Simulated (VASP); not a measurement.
A run of VASP 6.6.1 is set up as follows.

File INCAR:

```
SYSTEM = Si2Mo
  PREC = Accurate
  ENCUT = 600
  EDIFF = 1E-6
  ISMEAR = 0
  SIGMA = 0.1
  LREAL = .FALSE.
  LASPH = .TRUE.
  NELM = 100
  ALGO = Normal
  ISIF = 3
  LWAVE = .FALSE.
  LCHARG = .FALSE.
  GGA = PE
  IBRION = 2
  NSW = 90
  EDIFFG = -0.04
```

The input KPOINTS:

```
Automatic mesh
0
G
  4 4 4
  0 0 0
```

The input POSCAR:

```
Si2Mo
1.0
    3.4277247200     -3.4575821500      0.0000000000
    3.4277247200      3.4575821500      0.0000000000
    0.0000000000      0.0000000000      4.2362427600
Si Mo
4 2
Direct
    0.2458982400      0.7541017600      0.0000000000
    0.7541017600      0.2458982400      0.0000000000
    0.7965213700      0.7965213700      0.5000000000
    0.2034786300      0.2034786300      0.5000000000
    0.2242574600      0.2242574600      0.0000000000
    0.7757425400      0.7757425400      0.0000000000
```

Potentials or basis: VASP PAW PBE potentials, release 64 (Si, Mo_sv).

Run with:

```console
$ cat potpaw_PBE.64/Si/POTCAR potpaw_PBE.64/Mo_sv/POTCAR > POTCAR
$ mpirun -np 1 vasp_std > vasp.out
```

(1) Estimate the relaxed cell.

(2) What does it give for the space group after relaxing (to 0.1 Å)?

Results:

(1) a = 4.934 Å, b = 4.934 Å, c = 4.760 Å, α = 90.00°, β = 90.00°, γ = 90.03°.

(2) P4/mmm (No. 123).
